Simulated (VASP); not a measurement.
# Ce2VO4 (I4/mmm) in VASP: further runs

The runs below take Ce2VO4 through single point, with r2SCAN, r2SCAN+D3(BJ).

All numbers are computed with VASP 6.6.1; they aren't measurements. Logs are shortened: lines on timing, memory, paths and dates and some standing lists are left out, and cuts for length are marked.

**1. The cell of the first run**

The structure is tetragonal, space group I4/mmm (No. 139). Conventional cell: a = 3.844 Å, b = 3.844 Å, c = 12.269 Å, α = 90.00°, β = 90.00°, γ = 90.00°. Within 3.1 Å of Ce (site symmetry 4mm) lie 9 O at 2.33 to 2.73 Å. Within 2.5 Å of O (site symmetry mmm) lie 2 V at 1.92 Å. O (site symmetry 4mm) has 1 V at 2.04 Å and 5 Ce at 2.33 to 2.73 Å and 4 O at 2.80 Å within 2.9 Å. Within 2.5 Å of V (site symmetry 4/mmm) lie 6 O at 1.92 to 2.04 Å.

**2. Single point, r2SCAN**

Contents of POSCAR:

```
Ce2VO4
1.0
    0.0000000000      3.8437309900      0.0000000000
    3.8437309900      0.0000000000      0.0000000000
    1.9218649900      1.9218649900     -6.1346546900
Ce O V
2 4 1
Direct
    0.3560000000      0.3560000000      0.2880000000
    0.6440000000      0.6440000000      0.7120000000
    0.5000000000      0.0000000000      0.0000000000
    0.0000000000      0.5000000000      0.0000000000
    0.1660000000      0.1660000000      0.6680000000
    0.8340000000      0.8340000000      0.3320000000
    0.0000000000      0.0000000000      0.0000000000
```

Contents of INCAR.step1:

```
PREC     = Accurate       # precision mode
ENCUT    = 800            # plane-wave cutoff, eV
ISMEAR   = -1             # smearing method
SIGMA    = 0.1            # smearing width, eV
LREAL    = F              # projectors in reciprocal space
LASPH    = T              # aspherical terms in the spheres
NELM     = 200            # most SCF steps
NBANDS   = 40             # bands
GGA      = PE             # functional
ALGO     = Normal         # electronic algorithm
EDIFF    = 1E-5           # SCF threshold, eV
LWAVE    = T              # write WAVECAR
LCHARG   = F              # write CHGCAR
GGA_COMPAT= F            
LMAXMIX  = 6              # l up to which the mixer works
```

Contents of INCAR.step2:

```
PREC     = Accurate       # precision mode
ENCUT    = 800            # plane-wave cutoff, eV
EDIFF    = 1E-6           # SCF threshold, eV
ISMEAR   = -1             # smearing method
SIGMA    = 0.1            # smearing width, eV
LREAL    = F              # projectors in reciprocal space
LASPH    = T              # aspherical terms in the spheres
NELM     = 200            # most SCF steps
ALGO     = Normal         # electronic algorithm
ISIF     = 2              # what is computed and relaxed
LWAVE    = F              # write WAVECAR
LCHARG   = F              # write CHGCAR
METAGGA  = R2SCAN         # meta-GGA
LMIXTAU  = T            
NBANDS   = 40             # bands
ISTART   = 1            
GGA_COMPAT= F            
LMAXMIX  = 6              # l up to which the mixer works
```

Contents of KPOINTS:

```
Automatic mesh
0
Gamma
  5 5 5
```

Potentials or basis: VASP PAW PBE potentials, release 64 (Ce, O, V_sv).

Started as:

```bash
cat potpaw_PBE.64/Ce/POTCAR potpaw_PBE.64/O/POTCAR potpaw_PBE.64/V_sv/POTCAR > POTCAR
cp INCAR.step1 INCAR
mpirun -np 1 vasp_std > vasp.out
cp INCAR.step2 INCAR
mpirun -np 1 vasp_std > vasp.out
```

OUTCAR:

```text
PREC = Accurate
   ENCUT = 800
   EDIFF = 1E-6
   ISMEAR = -1
   LREAL = F
   LASPH = T
   NELM = 200
   ISIF = 2
   METAGGA = R2SCAN
   ISTART = 1

 ion  position               nearest neighbor table
   1  0.356  0.356  0.288-   5 2.33
   2  0.644  0.644  0.712-   6 2.33
   3  0.500  0.000  0.000-   7 1.92   7 1.92
   4  0.000  0.500  0.000-   7 1.92   7 1.92
   5  0.166  0.166  0.668-   7 2.04   1 2.33
   6  0.834  0.834  0.332-   7 2.04   2 2.33
   7  0.000  0.000  0.000-   3 1.92   4 1.92   4 1.92   3 1.92   5 2.04   6 2.04

  LATTYP: Found a body centered tetragonal cell.
 ALAT       =     3.8437309900
 C/A-ratio  =     3.1920312353

  Lattice vectors:

 A1 = (  -1.9218649900,   1.9218660000,   6.1346546900)
 A2 = (   1.9218660000,  -1.9218649900,   6.1346546900)
 A3 = (   1.9218649900,   1.9218649900,  -6.1346546900)

Analysis of symmetry for initial positions (statically):
=====================================================================
 Subroutine PRICEL returns:
 Original cell was already a primitive cell.

 Routine SETGRP: Setting up the symmetry group for a
 body centered tetragonal supercell.

 Subroutine GETGRP returns: Found 16 space group operations
 (whereof 16 operations were pure point group operations)
 out of a pool of 16 trial point group operations.

The static configuration has the point symmetry D_4h.

Analysis of symmetry for dynamics (positions and initial velocities):
=====================================================================
 Subroutine PRICEL returns:
 Original cell was already a primitive cell.

 Routine SETGRP: Setting up the symmetry group for a
 body centered tetragonal supercell.

 Subroutine GETGRP returns: Found 16 space group operations
 (whereof 16 operations were pure point group operations)
 out of a pool of 16 trial point group operations.

The dynamic configuration has the point symmetry D_4h.

 Subroutine INISYM returns: Found 16 space group operations
 (whereof 16 operations are pure point group operations),
 and found     1 'primitive' translations

----------------------------------------------------------------------------------------

                                     Primitive cell

  volume of cell :      90.6350

  direct lattice vectors                    reciprocal lattice vectors
     0.000000000  3.843730990  0.000000000     0.000000000  0.260163888  0.081504159
     3.843730990  0.000000000  0.000000000     0.260163888  0.000000000  0.081504159
     1.921864990  1.921864990 -6.134654690     0.000000000  0.000000000 -0.163008360

  length of vectors
     3.843730990  3.843730990  6.709777809     0.272631944  0.272631944  0.163008360

  position of ions in fractional coordinates (direct lattice)
     0.356000000  0.356000000  0.288000000
     0.644000000  0.644000000  0.712000000
     0.500000000  0.000000000  0.000000000
     0.000000000  0.500000000  0.000000000
     0.166000000  0.166000000  0.668000000
     0.834000000  0.834000000  0.332000000
     0.000000000  0.000000000  0.000000000

  ion indices of the primitive-cell ions
   primitive index   ion index
                 1           1
                 2           2
                 3           3
                 4           4
                 5           5
                 6           6
                 7           7

----------------------------------------------------------------------------------------

 KPOINTS: Automatic mesh

Automatic generation of k-mesh.
 Grid dimensions read from file:
 generate k-points for:    5    5    5

 Generating k-lattice:

  Cartesian coordinates                     Fractional coordinates (reciprocal lattice)
     0.000000000  0.052032778  0.016300832     0.200000000  0.000000000  0.000000000
     0.052032778  0.000000000  0.016300832     0.000000000  0.200000000  0.000000000
     0.000000000  0.000000000 -0.032601672     0.000000000  0.000000000  0.200000000

  Length of vectors
     0.054526389  0.054526389  0.032601672

  Shift w.r.t. Gamma in fractional coordinates (k-lattice)
     0.000000000  0.000000000  0.000000000

 Subroutine IBZKPT returns following result:
 ===========================================

 Found     18 irreducible k-points:

 Following reciprocal coordinates:
            Coordinates               Weight
  0.000000  0.000000  0.000000      1.000000
  0.200000  0.000000 -0.000000      8.000000
  0.400000  0.000000 -0.000000      8.000000
  0.200000  0.200000 -0.000000      8.000000
  0.400000  0.200000  0.000000     16.000000
 -0.400000  0.200000  0.000000     16.000000
[... 10 lines left out ...]
  0.000000  0.000000  0.400000      2.000000
 -0.200000  0.000000  0.400000      4.000000
   k-points           NKPTS =     18   k-points in BZ     NKDIM =     18   number of bands    NBANDS=     40
   number of dos      NEDOS =    301   number of ions     NIONS =      7
   total plane-waves  NPLWV =  82944
   dimension x,y,z NGX =    36 NGY =   36 NGZ =   64
   dimension x,y,z NGXF=    72 NGYF=   72 NGZF=  128
   ions per type =               2   4   1
   NGX,Y,Z   is equivalent  to a cutoff of  15.57, 15.57, 15.86 a.u.
   NGXF,Y,Z  is equivalent  to a cutoff of  31.14, 31.14, 31.71 a.u.
 SYSTEM =  unknown system
   PREC   = accura    normal or accurate (medium, high low for compatibility)
   ISTART =      1    job   : 0-new  1-cont  2-samecut
   ICHARG =      0    charge: 1-file 2-atom 10-const
   ISPIN  =      1    spin polarized calculation?
   LNONCOLLINEAR =      F non collinear calculations
   LSORBIT =      F    spin-orbit coupling
   LASPH  =      T    aspherical Exc in radial PAW
   ENCUT  =  800.0 eV  58.80 Ry    7.67 a.u.   8.86  8.86 15.47*2*pi/ulx,y,z
   NELM   =    200;   NELMIN=  2; NELMDL=  0     # of ELM steps
   EDIFF  = 0.1E-05   stopping-criterion for ELM
   LREAL  =      F    real-space projection
   EDIFFG = 0.1E-04   stopping-criterion for IOM
   NSW    =      0    number of steps for IOM
   IBRION =     -1    ionic relax: 0-MD 1-quasi-New 2-CG
   NFREE  =      0    steps in history (QN), initial steepest desc. (CG)
   ISIF   =      2    stress and relaxation
   ISYM   =      2    0-nonsym 1-usesym 2-fastsym
   POTIM  = 0.5000    time-step for ionic-motion
   TEBEG  =    0.0;   TEEND  =   0.0 temperature during run
   PSTRESS=    0.0 pullay stress
   NELECT =      61.0000    total number of electrons
   NUPDOWN=      -1.0000    fix difference up-down
   EMIN   =  10.00;   EMAX   =-10.00  energy-range for DOS
   EFERMI =   0.00;   METHOD = LEGACY
   ISMEAR =    -1;   SIGMA  =   0.10  broadening in eV -4-tet -1-fermi 0-gaus
   EFERMI_NEDOS =   21; number of points for ismear=-14 and -15
   IALGO  =     38    algorithm
   IMIX   =      4    mixing-type and parameters
     AMIX     =   0.40;   BMIX     =  1.00
     AMIX_MAG =   1.60;   BMIX_MAG =  1.00
  volume/ion in A,a.u.               =      12.95        87.38
  Fermi-wavevector in a.u.,A,eV,Ry     =   1.434672  2.711138 28.004666  2.058285
  Thomas-Fermi vector in A             =   2.554055
   LORBIT       =      0    0 simple, 1 ext, 2 COOP (PROOUT), +10 PAW based schemes
   METAGGA = R2SCAN    functional components
   LHFCALC =     F    Hartree Fock is set to
   AEXX    =    0.0000 exact exchange contribution
   IVDW    =     0    specifies the selected vdW correction
   LEPSILON=     F    determine dielectric tensor
   LRPA    =     F    only Hartree local field effects (RPA)
 non-spin polarized calculation
  energy-cutoff  :      800.00
  volume of cell :       90.64
 maximum number of plane-waves:      4685
   NGX = 17   NGY = 17   NGZ = 31

 number of electron      61.0000004 magnetization

 Free energy of the ion-electron system (eV)
  ---------------------------------------------------
  ext. energy  EPLUGINS =         0.00000000
  ---------------------------------------------------
  free energy    TOTEN  =      -121.22478033 eV

  energy without entropy =     -120.84148681  energy(sigma->0) =     -121.03313357

 E-fermi :  10.0208     XC(G=0): -12.4838

 val. band max:       10.0133882280   @ k =   0.2000   0.0000  -0.0000
 cond. band min:      10.0219073887   @ k =  -0.4000   0.4000   0.0000
 fundamental gap:      0.0085191607
 Fermi energy:        10.0208028219

 k-point     1 :       0.0000    0.0000    0.0000
  band No.  band energies     occupation
      1     -57.7847      2.00000
      2     -30.6727      2.00000
      3     -30.6727      2.00000
      4     -30.4613      2.00000
      5     -26.6138      2.00000
      6     -26.4052      2.00000
[... 32 lines left out ...]
     39      10.7451      0.00143
     40      10.7473      0.00140

 k-point     2 :       0.2000    0.0000   -0.0000
  band No.  band energies     occupation
      1     -57.7843      2.00000
      2     -30.6923      2.00000
      3     -30.6718      2.00000
      4     -30.4598      2.00000
      5     -26.5755      2.00000
      6     -26.4065      2.00000
[... 32 lines left out ...]
     39      10.7082      0.00207
     40      10.7411      0.00149

 k-point     3 :       0.4000    0.0000   -0.0000
  band No.  band energies     occupation
      1     -57.7837      2.00000
      2     -30.7239      2.00000
      3     -30.6705      2.00000
      4     -30.4574      2.00000
      5     -26.5018      2.00000
      6     -26.4199      2.00000
[... 32 lines left out ...]
     39      10.6946      0.00237
     40      10.7812      0.00100

 k-point     4 :       0.2000    0.2000   -0.0000
  band No.  band energies     occupation
      1     -57.7839      2.00000
      2     -30.6920      2.00000
      3     -30.6902      2.00000
      4     -30.4586      2.00000
      5     -26.5360      2.00000
      6     -26.4116      2.00000
[... 32 lines left out ...]
     39      10.6584      0.00340
     40      10.7115      0.00200
[... 514 lines left out ...]
     39      10.6528      0.00359
     40      10.6967      0.00232

 k-point    17 :       0.0000    0.0000    0.4000
  band No.  band energies     occupation
      1     -57.7846      2.00000
      2     -30.6727      2.00000
      3     -30.6727      2.00000
      4     -30.4618      2.00000
      5     -26.5516      2.00000
      6     -26.4688      2.00000
[... 32 lines left out ...]
     39      10.6878      0.00253
     40      10.7285      0.00169

 k-point    18 :      -0.2000    0.0000    0.4000
  band No.  band energies     occupation
      1     -57.7843      2.00000
      2     -30.6923      2.00000
      3     -30.6718      2.00000
      4     -30.4602      2.00000
      5     -26.5100      2.00000
      6     -26.4730      2.00000
[... 32 lines left out ...]
     39      10.6636      0.00323
     40      10.6775      0.00281

------------------------ aborting loop because EDIFF is reached ----------------------------------------

  FORCE on cell =-STRESS in cart. coord.  units (eV):
  Direction    XX          YY          ZZ          XY          YZ          ZX
  --------------------------------------------------------------------------------------
  -------------------------------------------------------------------------------------
  Total       -2.0633204     -2.0633204     -0.9064588     -0.0000000     -0.0000001     -0.0000001
  in kB      -36.4738133    -36.4738133    -16.0236911     -0.0000000     -0.0000013     -0.0000013
  external PRESSURE =     -29.6571059 kB  Pullay stress =       0.0000000 kB

 VOLUME and BASIS-vectors are now :
 -----------------------------------------------------------------------------
  energy-cutoff  :      800.00
  volume of cell :       90.64
      direct lattice vectors                 reciprocal lattice vectors
     0.000000000  3.843730990  0.000000000     0.000000000  0.260163888  0.081504159
     3.843730990  0.000000000  0.000000000     0.260163888  0.000000000  0.081504159
     1.921864990  1.921864990 -6.134654690     0.000000000  0.000000000 -0.163008360

 POSITION                                       TOTAL-FORCE (eV/Angst)
 -----------------------------------------------------------------------------------
      1.92187      1.92187     -1.76678         0.000000      0.000000      0.158469
      3.84373      3.84373     -4.36787        -0.000000     -0.000000     -0.158469
      0.00000      1.92187      0.00000         0.000000     -0.000000      0.000000
      1.92187      0.00000      0.00000         0.000000      0.000000      0.000000
      1.92187      1.92187     -4.09795         0.000000      0.000000      0.832275
      3.84373      3.84373     -2.03671        -0.000000     -0.000000     -0.832275
      0.00000      0.00000      0.00000        -0.000000     -0.000000      0.000000
 -----------------------------------------------------------------------------------
    total drift:                                0.000000      0.000000      0.000000

  FREE ENERGIE OF THE ION-ELECTRON SYSTEM (eV)
  ---------------------------------------------------
  free  energy   TOTEN  =      -121.2247803253 eV

  energy  without entropy=     -120.8414868098  energy(sigma->0) =     -121.03313357
```

Wall time 13 min (1 thread of Intel Xeon 8259CL, shared host); peak memory 0.4 GiB.

What came out:

```
Free energy            : -121.2248 eV
Pressure               : -3.0 GPa
Largest force          : 0.832 eV/Å
Band gap on the k mesh : zero (an odd number of electrons rules out a gap without spin polarisation)
```

Forces on the atoms (eV/Å):
```
Ce   0.000  0.000  0.158
Ce   0.000  0.000 -0.158
O    0.000  0.000  0.000
O    0.000  0.000  0.000
O    0.000  0.000  0.832
O    0.000  0.000 -0.832
V    0.000  0.000  0.000
```

Caveat: the PAW data sets were made with another functional, which shifts forces and pressure a little; spin-orbit coupling is left out, which moves the levels of the heavy elements; an odd number of electrons without spin polarisation forces a metal; a magnetic or distorted state may lie lower; the run has no spin polarisation, though such a crystal can be magnetic; semilocal functionals describe open f shells poorly, which spoils levels, moments and volumes. With open d or f shells a metallic result of r2SCAN can be an artefact of self-interaction; +U or a hybrid may open a gap.

[end of part 1 of 2]
